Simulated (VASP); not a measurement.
Set up this calculation in VASP 6.6.1, as the native input.

| Property | Result |
| --- | --- |
| Task | single point |
| Functional | PBEsol |
| Potentials or basis | VASP PAW PBE potentials, release 64 (Au) |
| Cutoff | 520 eV |
| k mesh | 18 × 18 × 10 |
| Occupations | gaussian, width 0.15 eV |
| Spin | no spin polarisation |
| Dipole correction | no |
| Further INCAR settings | ALGO = Fast; EDIFF = 1e-06; NBANDS = 18 |

The structure of Au lies in POSCAR:

```
Au
1.0
    2.8999984104      0.0000000000      0.0000000000
   -1.4499992052      2.5114722944      0.0000000000
    0.0000000000      0.0000000000      4.8800000000
Au
2
Direct
    0.3532419742      0.7064839484      0.7500000000
    0.6666666667      0.3333333333      0.2500000000
```

This cell differs from its parent crystal: atom 1 (Au) moved by (+0.100, +0.000) A along y and z.

These files were run (other wordings do the same):

INCAR

```
SYSTEM = Au
PREC     = Accurate       ! precision mode
ENCUT    = 520            ! plane-wave cutoff, eV
EDIFF    = 1E-6           ! SCF threshold, eV
ISMEAR   = 0              ! smearing method
SIGMA    = 0.15           ! smearing width, eV
LREAL    = .False.        ! projectors in reciprocal space
LASPH    = .True.         ! aspherical terms in the spheres
NELM     = 60             ! most SCF steps
ALGO     = Fast           ! electronic algorithm
ISIF     = 2              ! what is computed and relaxed
LWAVE    = .False.        ! write WAVECAR
LCHARG   = .True.         ! write CHGCAR
GGA      = PS             ! functional
LELF     = .True.         ! ELF
LVHAR    = .True.       
NBANDS   = 18             ! bands
```

KPOINTS

```
regular mesh
0
Gamma
  18 18 10
  0 0 0
```

Potentials or basis: VASP PAW PBE potentials, release 64 (Au).

Launch:

```bash
$ cat potpaw_PBE.64/Au/POTCAR > POTCAR
$ mpirun -np 1 vasp_std > vasp.out
```

It gave:

| Item | Value |
| --- | --- |
| Pressure | -6.5 GPa |
| Largest force | 0.049 eV/Å |
| Band gap on the k mesh | zero (band 11 reaches 12.60 eV, above the bottom of band 12 at 6.06 eV) |

Caveat: the cell differs from its parent crystal (atom 1 (Au) moved by (+0.100, +0.000) A along y and z); the PAW data sets were made with another functional, which shifts forces and pressure a little; spin-orbit coupling is left out, which moves the levels of the heavy elements.

Wall time 87 s on 1 thread of Intel(R) Xeon(R) 6975P-C (Granite Rapids), on a shared host, peak memory 0.38 GiB.
